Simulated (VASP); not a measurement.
The system is PtSe2 (Sudovikovite).

```xyz
3
Lattice="3.7240 0.0000 0.0000 -1.8620 3.2251 0.0000 0.0000 0.0000 5.0620" Properties=species:S:1:pos:R:3 pbc="T T T"
Pt    0.0000    0.0000    0.0000
Se    0.0000    2.1501    1.2655
Se    1.8620    1.0750    3.7965
```

```yaml
Program: VASP 6.6.1
Task: relaxation of cell and atoms
Functional: PBE
Potentials_or_basis: VASP PAW PBE potentials, release 64 (Pt, Se)
Cutoff: 600 eV
k_mesh: 10 × 10 × 7
Occupations: fermi-dirac, width 0.15 eV
Spin: no spin polarisation
```

At the start: pressure 7.4 GPa; volume 20.27 Å³/atom.

Question: How do energy, volume and symmetry change on relaxing?

Answer: Over 44 steps the energy falls by 30.6 meV/atom and the volume is 24.67 Å³/atom (+21.7 %); space group P-3m1 (No. 164, to 0.05 Å).

The path:
```tsv
step	energy change (eV)	largest force (eV/Å)	pressure (GPa)	volume (Å³)
1	0.0000	0.5932	7.36	60.80
3	-0.0750	0.1198	-0.02	63.97
5	-0.0750	0.0948	0.24	63.84
7	-0.0782	0.0243	0.15	64.47
9	-0.0792	0.0436	0.10	65.07
11	-0.0825	0.0247	-0.29	65.97
13	-0.0847	0.1186	-0.69	67.36
15	-0.0861	0.0329	0.49	67.77
17	-0.0866	0.0551	0.13	67.70
19	-0.0876	0.0154	0.19	68.16
21	-0.0885	0.0093	-0.01	69.14
23	-0.0885	0.0029	-0.08	69.21
25	-0.0889	0.0181	-0.12	69.54
27	-0.0891	0.1091	-0.24	70.96
29	-0.0895	0.0543	-0.08	70.32
31	-0.0896	0.0186	0.26	70.44
33	-0.0898	0.0266	0.15	70.50
35	-0.0907	0.0138	0.22	71.40
37	-0.0910	0.0652	0.28	72.79
39	-0.0913	0.0336	-0.04	73.55
41	-0.0913	0.0318	-0.06	73.59
43	-0.0916	0.0164	-0.06	73.75
44	-0.0919	0.0066	-0.08	74.01
```

Final structure:
```
CELL_PARAMETERS angstrom
3.76094 0.00000 0.00000
-1.88047 3.25707 0.00000
0.00000 0.00000 6.04167
ATOMIC_POSITIONS crystal
Pt 0.00000 0.00000 0.00000
Se 0.33333 0.66667 0.21557
Se 0.66667 0.33333 0.78443
```

Caveat: the volume moved by over 15 % at a fixed basis, so the end points are rough; this functional lacks dispersion, which binds the layers, so the pressure and a relaxed spacing across them are unreliable; the volume moved by +22 % from the deposited cell, more than functionals usually miss.
